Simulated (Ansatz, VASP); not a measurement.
BP in VASP and in Ansatz

File INCAR:

```
SYSTEM = BP
PREC = Accurate
ENCUT = 520
EDIFF = 1E-6
ISMEAR = 0
SIGMA = 0.05
LREAL = Auto
LASPH = .True.
NELM = 100
ALGO = Normal
ISIF = 2
LWAVE = .False.
LCHARG = .False.
LDIPOL = .True.
IDIPOL = 3
DIPOL = 0.5 0.5 0.500
GGA = PS
NBANDS = 61
```

The input KPOINTS:

```
Automatic mesh
0
Gamma
  7 5 1
  0 0 0
```

Contents of POSCAR:

```
BP
1.0
    4.5201727882      0.0000000000      0.0000000000
   -2.2600863941      5.0537068122      0.0000000000
    0.0000000000      0.0000000000     25.6127843057
P B
11 11
Direct
    0.1000000000      0.7000000000      0.2928225183
    0.8000000000      0.1000000000      0.3322848957
    0.5000000000      0.5000000000      0.3717472732
    0.2000000000      0.9000000000      0.4112096507
    0.9000000000      0.3000000000      0.4506720282
    0.6000000000      0.7000000000      0.4901344056
    0.3000000000      0.1000000000      0.5295967831
    0.0000000000      0.5000000000      0.5690591606
    0.7000000000      0.9000000000      0.6085215381
    0.4000000000      0.3000000000      0.6479839155
    0.1000000000      0.7000000000      0.6874462930
    0.7000000000      0.4000000000      0.3125537070
    0.4000000000      0.8000000000      0.3520160845
    0.1000000000      0.2000000000      0.3914784619
    0.8000000000      0.6000000000      0.4309408394
    0.5000000000      0.0000000000      0.4704032169
    0.2000000000      0.4000000000      0.5098655944
    0.9000000000      0.8000000000      0.5493279718
    0.6000000000      0.2000000000      0.5887903493
    0.3000000000      0.6000000000      0.6282527268
    0.0000000000      0.0000000000      0.6677151043
    0.7000000000      0.4000000000      0.7071774817
```

Input for Ansatz:

```yaml
crystal:
  lattice:
    - [4.5201727882, 0.0, 0.0]
    - [-2.2600863941, 5.0537068122, 0.0]
    - [0.0, 0.0, 25.6127843057]
  atoms:
    - { symbol: P, position: [0.1, 0.7, 0.2928225183] }
    - { symbol: B, position: [0.7, 0.4, 0.312553707] }
    - { symbol: P, position: [0.8, 0.1, 0.3322848957] }
    - { symbol: B, position: [0.4, 0.8, 0.3520160845] }
    - { symbol: P, position: [0.5, 0.5, 0.3717472732] }
    - { symbol: B, position: [0.1, 0.2, 0.3914784619] }
    - { symbol: P, position: [0.2, 0.9, 0.4112096507] }
    - { symbol: B, position: [0.8, 0.6, 0.4309408394] }
    - { symbol: P, position: [0.9, 0.3, 0.4506720282] }
    - { symbol: B, position: [0.5, 0.0, 0.4704032169] }
    - { symbol: P, position: [0.6, 0.7, 0.4901344056] }
    - { symbol: B, position: [0.2, 0.4, 0.5098655944] }
    - { symbol: P, position: [0.3, 0.1, 0.5295967831] }
    - { symbol: B, position: [0.9, 0.8, 0.5493279718] }
    - { symbol: P, position: [0.0, 0.5, 0.5690591606] }
    - { symbol: B, position: [0.6, 0.2, 0.5887903493] }
    - { symbol: P, position: [0.7, 0.9, 0.6085215381] }
    - { symbol: B, position: [0.3, 0.6, 0.6282527268] }
    - { symbol: P, position: [0.4, 0.3, 0.6479839155] }
    - { symbol: B, position: [0.0, 0.0, 0.6677151043] }
    - { symbol: P, position: [0.1, 0.7, 0.687446293] }
    - { symbol: B, position: [0.7, 0.4, 0.7071774817] }
basis:
  ecutwfc: 420
kpoints:
  mp_grid: { grid: [7, 5, 1] }
hamiltonian:
  xc: pbesol
scf:
  occupations: { method: gaussian, width: 0.05 }
output:
  forces: true
  stress: true
  eigenvalues: true
  write_density: true
  write_potential: true
  elf: true
  volumetric_format: npy
efield:
  axis: 3
  dipole_correction: true
  ramp_width: 0.04
```

Alike in both runs: task single point; functional PBEsol; k mesh 7 × 5 × 1; occupations gaussian, width 0.05 eV; no spin polarisation.

```csv
,VASP,Ansatz
version,VASP 6.6.1,Ansatz 0.2.0
potentials or method,"VASP PAW PBE potentials, release 64 (P, B), cutoff 520 eV","scalar-relativistic, plane waves, PAW"
valence electrons in the cell,88,88
```

Ansatz gave:

* gap on the k mesh at the Fermi level (eV): none
* rms of the force components (eV/Å): 0.673

**Question.** Estimate VASP's values.

**Answer.** gap on the k mesh at the Fermi level (eV): none; rms of the force components (eV/Å): 0.672.

VASP's potentials were made for PBE, not for PBEsol. A gap of «none» marks a metal or a gap that the smearing closes. With one functional, cell and mesh, what is left measures potentials, basis and numerics. Ansatz's warnings: xc potential rough in thin density.
